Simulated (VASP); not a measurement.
# NaCl (Pm-3m) in VASP: notebook, part 3 of 3

VASP 6.6.1. Earlier steps stand in the parts before.

### 6 Single point, PBE

Input file INCAR:

```
SYSTEM = NaCl
PREC = Accurate ; ENCUT = 500
EDIFF = 1E-6 ; ISMEAR = -1
SIGMA = 0.04 ; LREAL = .False.
LASPH = .True. ; NELM = 120
ALGO = Normal ; ISIF = 2
LWAVE = .False. ; LCHARG = .False.
GGA = PE ; NBANDS = 14
GGA_COMPAT = .False.
```

Input file KPOINTS:

```
Automatic mesh
0
Gamma
  4 4 4
  0 0 0
```

Input file POSCAR:

```
NaCl
1.0
    3.5021900000      0.0000000000      0.0000000000
    0.0000000000      3.5021900000      0.0000000000
    0.0000000000      0.0000000000      3.5021900000
Cl Na
1 1
Direct
    0.5000000000      0.5000000000      0.5000000000
    0.0000000000      0.0000000000      0.0000000000
```

Potentials or basis: VASP PAW PBE potentials, release 64 (Cl, Na_pv).

Command:

```console
$ cat potpaw_PBE.64/Cl/POTCAR potpaw_PBE.64/Na_pv/POTCAR > POTCAR
$ mpirun -np 1 vasp_std > vasp.out
```

OUTCAR:

```text
SYSTEM = NaCl
   PREC = Accurate
   ENCUT = 500
   EDIFF = 1E-6
   ISMEAR = -1
   LREAL = .False.
   LASPH = .True.
   NELM = 120
   ISIF = 2
   GGA = PE

 ion  position               nearest neighbor table
   1  0.500  0.500  0.500-
   2  0.000  0.000  0.000-

  LATTYP: Found a simple cubic cell.
 ALAT       =     3.5021900000

  Lattice vectors:

 A1 = (   3.5021900000,   0.0000000000,   0.0000000000)
 A2 = (   0.0000000000,   3.5021900000,   0.0000000000)
 A3 = (   0.0000000000,   0.0000000000,   3.5021900000)

Analysis of symmetry for initial positions (statically):
=====================================================================
 Subroutine PRICEL returns:
 Original cell was already a primitive cell.

 Routine SETGRP: Setting up the symmetry group for a
 simple cubic supercell.

 Subroutine GETGRP returns: Found 48 space group operations
 (whereof 48 operations were pure point group operations)
 out of a pool of 48 trial point group operations.

The static configuration has the point symmetry O_h .

Analysis of symmetry for dynamics (positions and initial velocities):
=====================================================================
 Subroutine PRICEL returns:
 Original cell was already a primitive cell.

 Routine SETGRP: Setting up the symmetry group for a
 simple cubic supercell.

 Subroutine GETGRP returns: Found 48 space group operations
 (whereof 48 operations were pure point group operations)
 out of a pool of 48 trial point group operations.

The dynamic configuration has the point symmetry O_h .

 Subroutine INISYM returns: Found 48 space group operations
 (whereof 48 operations are pure point group operations),
 and found     1 'primitive' translations

----------------------------------------------------------------------------------------

                                     Primitive cell

  volume of cell :      42.9555

  direct lattice vectors                    reciprocal lattice vectors
     3.502190000  0.000000000  0.000000000     0.285535622  0.000000000  0.000000000
     0.000000000  3.502190000  0.000000000     0.000000000  0.285535622  0.000000000
     0.000000000  0.000000000  3.502190000     0.000000000  0.000000000  0.285535622

  length of vectors
     3.502190000  3.502190000  3.502190000     0.285535622  0.285535622  0.285535622

  position of ions in fractional coordinates (direct lattice)
     0.500000000  0.500000000  0.500000000
     0.000000000  0.000000000  0.000000000

  ion indices of the primitive-cell ions
   primitive index   ion index
                 1           1
                 2           2

----------------------------------------------------------------------------------------

 KPOINTS: Automatic mesh

Automatic generation of k-mesh.
 Grid dimensions read from file:
 generate k-points for:    4    4    4

 Generating k-lattice:

  Cartesian coordinates                     Fractional coordinates (reciprocal lattice)
[... 22 lines left out ...]
  0.500000  0.500000  0.000000      3.000000
  0.250000  0.250000  0.250000      8.000000
  0.500000  0.250000  0.250000     12.000000
  0.500000  0.500000  0.250000      6.000000
  0.500000  0.500000  0.500000      1.000000
   k-points           NKPTS =     10   k-points in BZ     NKDIM =     10   number of bands    NBANDS=     14
   number of dos      NEDOS =    301   number of ions     NIONS =      2
   total plane-waves  NPLWV =  21952
   dimension x,y,z NGX =    28 NGY =   28 NGZ =   28
   dimension x,y,z NGXF=    56 NGYF=   56 NGZF=   56
   ions per type =               1   1
   NGX,Y,Z   is equivalent  to a cutoff of  13.29, 13.29, 13.29 a.u.
   NGXF,Y,Z  is equivalent  to a cutoff of  26.58, 26.58, 26.58 a.u.
 SYSTEM =  NaCl
   PREC   = accura    normal or accurate (medium, high low for compatibility)
   ISTART =      0    job   : 0-new  1-cont  2-samecut
   ICHARG =      2    charge: 1-file 2-atom 10-const
   ISPIN  =      1    spin polarized calculation?
   LNONCOLLINEAR =      F non collinear calculations
   LSORBIT =      F    spin-orbit coupling
   LASPH  =      T    aspherical Exc in radial PAW
   ENCUT  =  500.0 eV  36.75 Ry    6.06 a.u.   6.39  6.39  6.39*2*pi/ulx,y,z
   NELM   =    120;   NELMIN=  2; NELMDL= -5     # of ELM steps
   EDIFF  = 0.1E-05   stopping-criterion for ELM
   LREAL  =      F    real-space projection
   EDIFFG = 0.1E-04   stopping-criterion for IOM
   NSW    =      0    number of steps for IOM
   IBRION =     -1    ionic relax: 0-MD 1-quasi-New 2-CG
   NFREE  =      0    steps in history (QN), initial steepest desc. (CG)
   ISIF   =      2    stress and relaxation
   ISYM   =      2    0-nonsym 1-usesym 2-fastsym
   POTIM  = 0.5000    time-step for ionic-motion
   TEBEG  =    0.0;   TEEND  =   0.0 temperature during run
   PSTRESS=    0.0 pullay stress
   NELECT =      14.0000    total number of electrons
   NUPDOWN=      -1.0000    fix difference up-down
   EMIN   =  10.00;   EMAX   =-10.00  energy-range for DOS
   EFERMI =   0.00;   METHOD = LEGACY
   ISMEAR =    -1;   SIGMA  =   0.04  broadening in eV -4-tet -1-fermi 0-gaus
   EFERMI_NEDOS =   21; number of points for ismear=-14 and -15
   IALGO  =     38    algorithm
   IMIX   =      4    mixing-type and parameters
     AMIX     =   0.40;   BMIX     =  1.00
     AMIX_MAG =   1.60;   BMIX_MAG =  1.00
  volume/ion in A,a.u.               =      21.48       144.94
  Fermi-wavevector in a.u.,A,eV,Ry     =   1.126621  2.129005 17.269530  1.269275
  Thomas-Fermi vector in A             =   2.263304
   LORBIT       =      0    0 simple, 1 ext, 2 COOP (PROOUT), +10 PAW based schemes
   GGA     = PE    functional components
   LHFCALC =     F    Hartree Fock is set to
   AEXX    =    0.0000 exact exchange contribution
   IVDW    =     0    specifies the selected vdW correction
   LEPSILON=     F    determine dielectric tensor
   LRPA    =     F    only Hartree local field effects (RPA)
 non-spin polarized calculation
  energy-cutoff  :      500.00
  volume of cell :       42.96
 maximum number of plane-waves:      1108
 NGX is ok and might be reduce to    28
   NGX = 13   NGY = 13   NGZ = 13

 number of electron      13.9999982 magnetization

 Free energy of the ion-electron system (eV)
  ---------------------------------------------------
  ext. energy  EPLUGINS =         0.00000000
  ---------------------------------------------------
  free energy    TOTEN  =        -6.45996308 eV

  energy without entropy =       -6.45996308  energy(sigma->0) =       -6.45996308

 E-fermi :   1.2802     XC(G=0):  -8.4301

 val. band max:        0.4341668959   @ k =   0.5000   0.5000   0.0000
 cond. band min:       4.4061205544   @ k =   0.0000   0.0000   0.0000
 fundamental gap:      3.9719536585
 Fermi energy:         1.2802009312

 k-point     1 :       0.0000    0.0000    0.0000
  band No.  band energies     occupation
      1     -21.6542      2.00000
      2     -21.6542      2.00000
      3     -21.6542      2.00000
      4     -12.9419      2.00000
      5      -0.0568      2.00000
      6      -0.0568      2.00000
      7      -0.0568      2.00000
      8       4.4061      0.00000
      9       9.0084      0.00000
     10       9.0084      0.00000
     11      16.1145      0.00000
     12      16.1146      0.00000
     13      16.1147      0.00000
     14      16.3419      0.00000
[... 139 lines left out ...]
      1     -21.6807      2.00000
      2     -21.6807      2.00000
      3     -21.6807      2.00000
      4     -12.0466      2.00000
      5      -1.4114      2.00000
      6      -1.4114      2.00000
      7      -1.4114      2.00000
      8       7.5488      0.00000
      9       7.5488      0.00000
     10       7.5488      0.00000
     11      12.0729      0.00000
     12      16.3129      0.00000
     13      16.3129      0.00000
     14      16.3129      0.00000

------------------------ aborting loop because EDIFF is reached ----------------------------------------

  FORCE on cell =-STRESS in cart. coord.  units (eV):
  Direction    XX          YY          ZZ          XY          YZ          ZX
  --------------------------------------------------------------------------------------
  -------------------------------------------------------------------------------------
  Total        0.0352725      0.0352725      0.0352725      0.0000000     -0.0000000      0.0000000
  in kB        1.3156113      1.3156113      1.3156113      0.0000000     -0.0000000      0.0000000
  external PRESSURE =       1.3156113 kB  Pullay stress =       0.0000000 kB

 VOLUME and BASIS-vectors are now :
 -----------------------------------------------------------------------------
  energy-cutoff  :      500.00
  volume of cell :       42.96
      direct lattice vectors                 reciprocal lattice vectors
     3.502190000  0.000000000  0.000000000     0.285535622  0.000000000  0.000000000
     0.000000000  3.502190000  0.000000000     0.000000000  0.285535622  0.000000000
     0.000000000  0.000000000  3.502190000     0.000000000  0.000000000  0.285535622

 POSITION                                       TOTAL-FORCE (eV/Angst)
 -----------------------------------------------------------------------------------
      1.75110      1.75110      1.75110         0.000000      0.000000      0.000000
      0.00000      0.00000      0.00000         0.000000      0.000000      0.000000
 -----------------------------------------------------------------------------------
    total drift:                               -0.000000      0.000000      0.000000

  FREE ENERGIE OF THE ION-ELECTRON SYSTEM (eV)
  ---------------------------------------------------
  free  energy   TOTEN  =        -6.4599630765 eV

  energy  without entropy=       -6.4599630764  energy(sigma->0) =       -6.45996308
```

OSZICAR:

```text
N       E                     dE             d eps       ncg     rms          rms(c)
DAV:   1     0.946544448406E+02    0.94654E+02   -0.68730E+03   280   0.968E+02
DAV:   2     0.665774915238E+00   -0.93989E+02   -0.86958E+02   322   0.258E+02
DAV:   3    -0.661355765530E+01   -0.72793E+01   -0.72415E+01   316   0.668E+01
DAV:   4    -0.671792066125E+01   -0.10436E+00   -0.10433E+00   352   0.876E+00
DAV:   5    -0.672030746477E+01   -0.23868E-02   -0.23867E-02   346   0.133E+00    0.229E+00
DAV:   6    -0.649037151915E+01    0.22994E+00   -0.31282E-01   356   0.341E+00    0.164E+00
DAV:   7    -0.645993446465E+01    0.30437E-01   -0.92330E-02   392   0.181E+00    0.114E+00
DAV:   8    -0.646008585192E+01   -0.15139E-03   -0.10881E-02   292   0.935E-01    0.403E-01
DAV:   9    -0.645987953228E+01    0.20632E-03   -0.41858E-04   358   0.152E-01    0.189E-01
DAV:  10    -0.645996518619E+01   -0.85654E-04   -0.23109E-04   298   0.112E-01    0.272E-02
DAV:  11    -0.645996316325E+01    0.20229E-05   -0.86699E-06   352   0.266E-02    0.119E-02
DAV:  12    -0.645996307647E+01    0.86778E-07   -0.26104E-06   292   0.133E-02
   1 F= -.64599631E+01 E0= -.64599631E+01  d E =-.640915E-10
```

stdout:

```text
POSCAR found type information on POSCAR ClNa
 POSCAR found :  2 types and       2 ions
 scaLAPACK will be used
 LDA part: xc-table for (Slater+PW92), standard interpolation
 POSCAR, INCAR and KPOINTS ok, starting setup
 FFT: planning ... GRIDC
 FFT: planning ... GRID_SOFT
 FFT: planning ... GRID
 WAVECAR not read
 entering main loop
```

Wall time 7.5 s (1 thread of Intel Xeon 8259CL, shared host); peak memory 0.15 GiB.

Results:

| Item | Value |
| --- | --- |
| Free energy | -6.4600 eV |
| Pressure | 0.1 GPa |
| Band gap on the k mesh | 3.97 eV, indirect (least direct gap 4.46 eV) |

Levels at points of the mesh, in eV from the valence-band top:
```tsv
k point	band 3	band 4	band 5	band 6	band 7	band 8	band 9	band 10	band 11	band 12
(0.00, 0.00, 0.00)	-22.09	-13.38	-0.49	-0.49	-0.49	3.97	8.57	8.57	15.68	15.68
(0.50, 0.00, 0.00)	-22.08	-13.02	-2.94	-0.26	-0.26	6.92	8.56	10.51	11.84	11.84
(0.50, 0.50, 0.00)	-22.08	-12.75	-2.26	-2.26	0.00	5.53	9.88	11.02	11.02	12.60
(0.50, 0.50, 0.50)	-22.11	-12.48	-1.85	-1.85	-1.85	7.11	7.11	7.11	11.64	15.88
```

Caveat: the k points lie up to 0.45 Å⁻¹ apart. A k mesh can miss the band edges.

### 7 The runs side by side

| level | k mesh | smearing | gap on the mesh (eV) | pressure (GPa) |
| --- | --- | --- | --- | --- |
| PBEsol | 4 × 4 × 4 | gaussian 0.01 eV | 3.83 | -1.1 |
| PBEsol | 8 × 8 × 8 | fermi-dirac 0.02 eV | 3.84 | -1.2 |
| PBE | 8 × 8 × 8 | gaussian 0.022 eV | 3.98 | 0.0 |
| PBE | 8 × 8 × 8 | gaussian 0.026 eV | 3.98 | 0.0 |
| PBE | 4 × 4 × 4 | fermi-dirac 0.04 eV | 3.97 | 0.1 |

Alike in all rows: task single point; potentials or basis VASP PAW PBE potentials, release 64 (Cl, Na_pv); no spin polarisation; cell as given; cutoff (eV) 500.

Caveats: some runs use coarse meshes; the PAW data sets were made with another functional, which shifts forces and pressure a little (some runs).

Absolute energies hang on the potentials; compare differences alone.
